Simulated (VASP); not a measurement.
# Hf (Fm-3m) in VASP: further runs, part 2 of 2

VASP 6.6.1. Earlier steps stand in the parts before.

## 3. Single point, revPBE+D3(BJ)

This run uses another cell than the first one, of 23.21 Å³/atom.

INCAR

```
SYSTEM = Hf
PREC = Accurate ; ENCUT = 520
EDIFF = 1E-7 ; ISMEAR = -1
SIGMA = 0.1 ; LREAL = .False.
LASPH = .True. ; NELM = 60
ALGO = Normal ; ISIF = 2
LWAVE = .False. ; LCHARG = .False.
GGA = RE ; IVDW = 12
NBANDS = 11
```

KPOINTS

```
Automatic mesh
0
Gamma
  10 10 10
  0 0 0
```

POSCAR

```
Hf
1.0
    0.0000000000      2.2641097667      2.2641097667
    2.2641097667      0.0000000000      2.2641097667
    2.2641097667      2.2641097667      0.0000000000
Hf
1
Direct
    0.0000000000      0.0000000000      0.0000000000
```

Potentials or basis: VASP PAW PBE potentials, release 64 (Hf_pv).

Launch:

```bash
> cat potpaw_PBE.64/Hf_pv/POTCAR > POTCAR
> mpirun -np 1 vasp_std > vasp.out
```

OUTCAR:

```text
SYSTEM = Hf
   PREC = Accurate
   ENCUT = 520
   EDIFF = 1E-7
   ISMEAR = -1
   LREAL = .False.
   LASPH = .True.
   NELM = 60
   ISIF = 2
   GGA = RE
   IVDW = 12
 IVDW          = 12

 ion  position               nearest neighbor table
   1  0.000  0.000  0.000-

  LATTYP: Found a face centered cubic cell.
 ALAT       =     4.5282195334

  Lattice vectors:

 A1 = (   0.0000000000,   2.2641097667,   2.2641097667)
 A2 = (   2.2641097667,   0.0000000000,   2.2641097667)
 A3 = (   2.2641097667,   2.2641097667,   0.0000000000)

Analysis of symmetry for initial positions (statically):
=====================================================================
 Subroutine PRICEL returns:
 Original cell was already a primitive cell.

 Routine SETGRP: Setting up the symmetry group for a
 face centered cubic supercell.

 Subroutine GETGRP returns: Found 48 space group operations
 (whereof 48 operations were pure point group operations)
 out of a pool of 48 trial point group operations.

The static configuration has the point symmetry O_h .

Analysis of symmetry for dynamics (positions and initial velocities):
=====================================================================
 Subroutine PRICEL returns:
 Original cell was already a primitive cell.

 Routine SETGRP: Setting up the symmetry group for a
 face centered cubic supercell.

 Subroutine GETGRP returns: Found 48 space group operations
 (whereof 48 operations were pure point group operations)
 out of a pool of 48 trial point group operations.

The dynamic configuration has the point symmetry O_h .

 Subroutine INISYM returns: Found 48 space group operations
 (whereof 48 operations are pure point group operations),
 and found     1 'primitive' translations

----------------------------------------------------------------------------------------

                                     Primitive cell

  volume of cell :      23.2125

[... 111 lines left out ...]
   GGA     = RE    functional components
   LHFCALC =     F    Hartree Fock is set to
   AEXX    =    0.0000 exact exchange contribution
   IVDW    =    12    specifies the selected vdW correction
   LEPSILON=     F    determine dielectric tensor
   LRPA    =     F    only Hartree local field effects (RPA)
 non-spin polarized calculation
  energy-cutoff  :      520.00
  volume of cell :       23.21
 maximum number of plane-waves:       636
   NGX = 11   NGY = 11   NGZ = 11

 number of electron      10.0000000 magnetization

 Free energy of the ion-electron system (eV)
  ---------------------------------------------------
  ext. energy  EPLUGINS =         0.00000000
  ---------------------------------------------------
  free energy    TOTEN  =        -9.53888811 eV

  energy without entropy =       -9.48716151  energy(sigma->0) =       -9.51302481

 E-fermi :   4.5638     XC(G=0): -11.0730

 val. band max:        4.5630167814   @ k =   0.5000   0.1000   0.0000
 cond. band min:       4.6421018297   @ k =  -0.2000   0.1000   0.0000
 fundamental gap:      0.0790850483
 Fermi energy:         4.5638102697

 k-point     1 :       0.0000    0.0000    0.0000
  band No.  band energies     occupation
      1     -25.6148      2.00000
      2     -25.6148      2.00000
      3     -25.6148      2.00000
      4      -2.5209      2.00000
      5       5.9661      0.00000
      6       5.9661      0.00000
      7       5.9661      0.00000
      8       8.6368      0.00000
      9       8.6368      0.00000
     10      15.7136      0.00000
     11      17.5564      0.00000
[... 309 lines left out ...]
 k-point    24 :       0.4000    0.3000    0.0000
  band No.  band energies     occupation
      1     -26.1591      2.00000
      2     -25.8355      2.00000
      3     -25.8127      2.00000
      4       1.3380      2.00000
      5       3.1816      2.00000
      6       5.3572      0.00072
      7       8.5224      0.00000
      8       9.4529      0.00000
      9      10.4999      0.00000
     10      15.8027      0.00000
     11      17.4549      0.00000

 [... further k-points ...]

------------------------ aborting loop because EDIFF is reached ----------------------------------------

 Edisp (eV)   -0.75708

 E8    (eV) :    -0.5774

  FORCE on cell =-STRESS in cart. coord.  units (eV):
  Direction    XX          YY          ZZ          XY          YZ          ZX
  --------------------------------------------------------------------------------------
  -------------------------------------------------------------------------------------
  Total      -0.95335    -0.95335    -0.95335     0.00000     0.00000    -0.00000
  in kB     -65.80210   -65.80210   -65.80210     0.00000     0.00000    -0.00000
  external pressure =      -65.80 kB  Pullay stress =        0.00 kB

 VOLUME and BASIS-vectors are now :
 -----------------------------------------------------------------------------
  energy-cutoff  :      520.00
  volume of cell :       23.21
      direct lattice vectors                 reciprocal lattice vectors
     0.000000000  2.264109767  2.264109767    -0.220837350  0.220837350  0.220837350
     2.264109767  0.000000000  2.264109767     0.220837350 -0.220837350  0.220837350
     2.264109767  2.264109767  0.000000000     0.220837350  0.220837350 -0.220837350

 POSITION                                       TOTAL-FORCE (eV/Angst)
 -----------------------------------------------------------------------------------
      0.00000      0.00000      0.00000        -0.000000      0.000000     -0.000000
 -----------------------------------------------------------------------------------
    total drift:                               -0.000000      0.000000     -0.000000

  FREE ENERGIE OF THE ION-ELECTRON SYSTEM (eV)
  ---------------------------------------------------
  free  energy   TOTEN  =       -10.2959702176 eV

  energy  without entropy=      -10.2442436178  energy(sigma->0) =      -10.27010692
```

OSZICAR:

```text
N       E                     dE             d eps       ncg     rms          rms(c)
DAV:   1     0.124528128213E+02    0.12453E+02   -0.57072E+03  1042   0.834E+02
DAV:   2    -0.940034911743E+01   -0.21853E+02   -0.21222E+02  1344   0.152E+02
DAV:   3    -0.987472476785E+01   -0.47438E+00   -0.47090E+00  1276   0.148E+01
DAV:   4    -0.987673597555E+01   -0.20112E-02   -0.20108E-02  1216   0.121E+00
DAV:   5    -0.987674770647E+01   -0.11731E-04   -0.11731E-04  1310   0.794E-02    0.447E+01
DAV:   6    -0.962521982842E+01    0.25153E+00   -0.22033E-01  1142   0.355E+00    0.268E+01
DAV:   7    -0.954421885963E+01    0.81001E-01   -0.34762E-01  1181   0.434E+00    0.123E+00
DAV:   8    -0.953885415342E+01    0.53647E-02   -0.26750E-02  1175   0.120E+00    0.398E-01
DAV:   9    -0.953888588633E+01   -0.31733E-04   -0.56521E-04  1200   0.186E-01    0.574E-02
DAV:  10    -0.953888876990E+01   -0.28836E-05   -0.47864E-05  1235   0.548E-02    0.555E-02
DAV:  11    -0.953888808502E+01    0.68487E-06   -0.61337E-06  1217   0.184E-02    0.349E-03
DAV:  12    -0.953888810591E+01   -0.20887E-07   -0.91517E-08   955   0.280E-03
   1 F= -.10295970E+02 E0= -.10270107E+02  d E =-.517266E-01
```

stdout:

```text
POSCAR found type information on POSCAR Hf
 POSCAR found :  1 types and       1 ions
 scaLAPACK will be used
 -----------------------------------------------------------------------------
|                                                                             |
|                                                                             |
|     You enforced a specific xc type in the INCAR file but a different       |
|     I HOPE YOU KNOW WHAT YOU ARE DOING!                                     |
|                                                                             |
 -----------------------------------------------------------------------------

 LDA part: xc-table for (Slater+PW92), standard interpolation
 POSCAR, INCAR and KPOINTS ok, starting setup
 FFT: planning ... GRIDC
 FFT: planning ... GRID_SOFT
 FFT: planning ... GRID
 WAVECAR not read
 entering main loop
```

Run time: 6.8 s. Hardware: 1 thread of AMD EPYC 9R45 (Zen 5), shared host; peak memory 0.12 GiB.

What came out:

- Free energy: -10.2960 eV
- Pressure: -6.6 GPa
- Band gap on the k mesh: zero (bands 5 and 6 overlap by 1.79 eV)
- Dispersion energy per atom: -0.757 eV

Caveat: three body term missing; the cell stands under tension; the PAW data sets were made with another functional, which shifts forces and pressure a little; spin-orbit coupling is left out, which moves the levels of the heavy elements.

## 4. Single point, revPBE+D3(BJ)

This run uses another cell than the first one, of 23.67 Å³/atom.

INCAR

```
PREC = Accurate
ENCUT = 520
EDIFF = 1E-6
ISMEAR = -1
SIGMA = 0.1
LREAL = F
LASPH = T
NELM = 100
ALGO = Fast
ISIF = 2
LWAVE = F
LCHARG = T
GGA = RE
IVDW = 12
LELF = T
LVHAR = T
NBANDS = 11
```

KPOINTS

```
Automatic mesh
0
Gamma
  10 10 10
```

POSCAR

```
Hf
1.0
    0.0000000000      2.2788121902      2.2788121902
    2.2788121902      0.0000000000      2.2788121902
    2.2788121902      2.2788121902      0.0000000000
Hf
1
Direct
    0.0000000000      0.0000000000      0.0000000000
```

Launch:

```bash
> cat potpaw_PBE.64/Hf_pv/POTCAR > POTCAR
> mpirun -np 1 vasp_std > vasp.out
```

Run time: 8.9 s. Hardware: 1 thread of AMD EPYC 9R45 (Zen 5), shared host; peak memory 0.12 GiB.

It converged, with:

```yaml
Free_energy: -10.2751 eV
Pressure: -8.1 GPa
Band_gap_on_the_k_mesh: zero (bands 5 and 6 overlap by 1.77 eV)
Dispersion_energy_per_atom: -0.742 eV
```

Levels at points of the mesh, in eV from the Fermi level:
| k point | band 2 | band 3 | band 4 | band 5 | band 6 | band 7 | band 8 | band 9 |
| --- | --- | --- | --- | --- | --- | --- | --- | --- |
| (0.00, 0.00, 0.00) | -30.25 | -30.25 | -7.02 | 1.39 | 1.39 | 1.39 | 3.99 | 3.99 |
| (0.50, 0.00, 0.00) | -30.34 | -30.34 | -3.47 | 0.38 | 1.19 | 1.19 | 5.94 | 5.94 |
| (0.50, 0.50, 0.00) | -30.49 | -30.49 | -3.02 | -1.93 | 2.22 | 5.96 | 6.50 | 6.50 |

Caveat: three body term missing; the cell stands under tension; the PAW data sets were made with another functional, which shifts forces and pressure a little; spin-orbit coupling is left out, which moves the levels of the heavy elements.

## 5. Single point, revPBE+D3(BJ)

This run uses another cell than the first one, of 24.12 Å³/atom.

INCAR

```
PREC = Accurate
ENCUT = 520
EDIFF = 1E-6
ISMEAR = -1
SIGMA = 0.1
LREAL = False
LASPH = True
NELM = 80
ALGO = Normal
ISIF = 2
LWAVE = False
LCHARG = True
GGA = RE
IVDW = 12
LELF = True
LVHAR = True
NBANDS = 11
```

KPOINTS

```
regular mesh
0
Gamma
  10 10 10
```

POSCAR

```
Hf
1.0
    0.0000000000      2.2933273088      2.2933273088
    2.2933273088      0.0000000000      2.2933273088
    2.2933273088      2.2933273088      0.0000000000
Hf
1
Direct
    0.0000000000      0.0000000000      0.0000000000
```

Launch:

```bash
> cat potpaw_PBE.64/Hf_pv/POTCAR > POTCAR
> mpirun -np 1 vasp_std > vasp.out
```

Wall time 6.5 s (1 thread of AMD EPYC 9R45 (Zen 5), shared host); peak memory 0.12 GiB.

The run converged. Its results:

```
Free energy                : -10.2499 eV
Pressure                   : -9.6 GPa
Band gap on the k mesh     : zero (bands 5 and 6 overlap by 1.75 eV)
Dispersion energy per atom : -0.727 eV
```

Levels at points of the mesh, in eV from the Fermi level:
```tsv
k point	band 3	band 4	band 5	band 6	band 7	band 8
(0.00, 0.00, 0.00)	-30.33	-6.95	1.38	1.38	1.38	3.92
(0.50, 0.00, 0.00)	-30.41	-3.42	0.33	1.19	1.19	5.81
(0.50, 0.50, 0.00)	-30.55	-2.95	-1.87	2.13	5.83	6.36
```

Caveat: three body term missing; the cell stands under tension; the PAW data sets were made with another functional, which shifts forces and pressure a little; spin-orbit coupling is left out, which moves the levels of the heavy elements.

## 6. Summary

```csv
cell,gap on the mesh (eV),pressure (GPa)
"a = 3.181 Å, angles 60.0°, 1 atom",none,-4.9
"a = 3.202 Å, angles 60.0°, 1 atom",none,-6.6
"a = 3.223 Å, angles 60.0°, 1 atom",none,-8.1
"a = 3.243 Å, angles 60.0°, 1 atom",none,-9.6
```

Alike in all rows: task single point; level revPBE+D3(BJ); potentials or basis VASP PAW PBE potentials, release 64 (Hf_pv); no spin polarisation; k mesh 10 × 10 × 10; cutoff (eV) 520; smearing fermi-dirac 0.1 eV.

Caveats: three body term missing; the cell stands under tension; the PAW data sets were made with another functional, which shifts forces and pressure a little; spin-orbit coupling is left out, which moves the levels of the heavy elements.

Absolute energies hang on the potentials; compare differences alone.

The gap in the log of VASP goes by the Fermi energy; the results here count the filled bands.